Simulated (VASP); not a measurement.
Input of a VASP 6.6.1 run:

File INCAR:

```
SYSTEM = HfC
  ALGO = Normal
  EDIFF = 1E-6
  EDIFFG = -0.005
  ENCUT = 600
  GGA = PE
  IBRION = 2
  ISIF = 3
  ISMEAR = -1
  LASPH = .TRUE.
  LCHARG = .FALSE.
  LREAL = .FALSE.
  LWAVE = .FALSE.
  NELM = 100
  NSW = 60
  PREC = Accurate
  PSTRESS = 1700.0
  SIGMA = 0.1
```

Contents of KPOINTS:

```
k-points
0
G
  15 15 15
  0 0 0
```

File POSCAR:

```
HfC
1.0
    2.5708978117      0.0000000000      0.0000000000
    0.0000000000      2.5708978117      0.0000000000
    0.0000000000      0.0000000000      2.5708978117
Hf C
1 1
Direct
    0.0000000000      0.0000000000      0.0000000000
    0.5000000000      0.5000000000      0.5000000000
```

Potentials or basis: VASP PAW PBE potentials, release 64 (Hf_pv, C).

Launch:

```sh
$ cat potpaw_PBE.64/Hf_pv/POTCAR potpaw_PBE.64/C/POTCAR > POTCAR
$ mpirun -np 1 vasp_std > vasp.out
```

(1) Estimate the space group after relaxing (to 0.05 Å).

(2) What does it give for the relaxed volume?

(3) What does it give for the band gap on the k mesh?

(4) What does it give for the relaxed cell?

Results:

(1) Pm-3m (No. 221).

(2) 8.27 Å³/atom.

(3) zero (band 7 reaches 12.12 eV, above the bottom of band 8 at 8.64 eV).

(4) a = 2.548 Å, b = 2.548 Å, c = 2.548 Å, α = 90.00°, β = 90.00°, γ = 90.00°.

Caveat: the cell is relaxed towards a set pressure, so the enthalpy falls and the energy may rise; spin-orbit coupling is left out, which moves the levels of the heavy elements.
